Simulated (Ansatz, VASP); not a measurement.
# One calculation of BaS4, two programs

```
CELL_PARAMETERS angstrom
5.33009 0.00000 0.00000
0.00000 5.33009 0.00000
0.00000 0.00000 7.53789
ATOMIC_POSITIONS crystal
Ba 0.00000 0.00000 0.00000
S 0.50000 0.00000 0.25000
S 0.00000 0.50000 0.75000
S 0.50000 0.00000 0.75000
S 0.00000 0.50000 0.25000
```

Change from the starting cell: ordered vacancies on the cation sites of fluorite (P4/mmm, No. 123).

Alike in both runs: task relaxation of cell and atoms; functional PBE; k mesh 4 × 4 × 2; occupations gaussian, width 0.1 eV; no spin polarisation.

|  | VASP | Ansatz |
| --- | --- | --- |
| version | VASP 6.6.1 | Ansatz 0.2.0 |
| potentials or method | VASP PAW PBE potentials, release 64 (Ba_sv, S), cutoff 600 eV | scalar-relativistic, plane waves, PAW |
| valence electrons in the cell | 34 | 34 |

Ansatz gave:

| Quantity | Value |
| --- | --- |
| gap on the k mesh at the Fermi level, each at its own relaxed structure (eV) | none |
| relaxed volume (Å³/atom) | 31.71 |
| relaxed cell length with the largest relative difference (Å) | 5.346 |

Question: What did VASP give for the same quantities?

Answer: gap on the k mesh at the Fermi level, each at its own relaxed structure (eV): none; relaxed volume (Å³/atom): 32.22; relaxed cell length with the largest relative difference (Å): 5.388.

A gap of «none» marks a metal or a gap that the smearing closes.

The k mesh is coarse, so the values compare programs but aren't converged. Spin-orbit coupling is off throughout. Noted on VASP's run: the volume moved by over 15 % at a fixed basis, so the end points are rough.
